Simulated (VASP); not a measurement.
Crystal: Te2Mo.

```
CELL_PARAMETERS angstrom
3.54150 0.00000 0.00000
-1.77075 3.06703 0.00000
0.00000 0.00000 14.06614
ATOMIC_POSITIONS crystal
Te 0.66667 0.33333 0.37900
Te 0.33333 0.66667 0.87900
Te 0.66667 0.33333 0.12100
Te 0.33333 0.66667 0.62100
Mo 0.66667 0.33333 0.75000
Mo 0.33333 0.66667 0.25000
```

Base run:

| Quantity | Value |
| --- | --- |
| Program | VASP 6.6.1 |
| Functional | PBE |
| Potentials or basis | VASP PAW PBE potentials, release 64 (Te, Mo_sv) |
| Cutoff | 520 eV |
| k mesh | 9 × 9 × 2 |
| Occupations | fermi-dirac, width 0.05 eV |
| Spin | no spin polarisation |

Its results: band gap on the k mesh 0.79 eV, indirect (least direct gap 1.01 eV); pressure 0.9 GPa; largest force 0.079 eV/Å.

The run is repeated on the same cell with these changes: functional from PBE to revPBE; further incar settings from ALGO = Normal; EDIFF = 1e-06; NBANDS = 35 to ALGO = Normal; EDIFF = 1e-07; NBANDS = 35. What comes out?

Band gap on the k mesh 0.81 eV, indirect (least direct gap 1.01 eV); pressure 2.3 GPa; largest force 0.028 eV/Å.

Caveats: spin-orbit coupling is left out, which moves the levels of the heavy elements; this functional lacks dispersion, which binds the layers, so the pressure and a relaxed spacing across them are unreliable; the PAW data sets were made with another functional, which shifts forces and pressure a little (some runs).

A k mesh can miss the band edges.
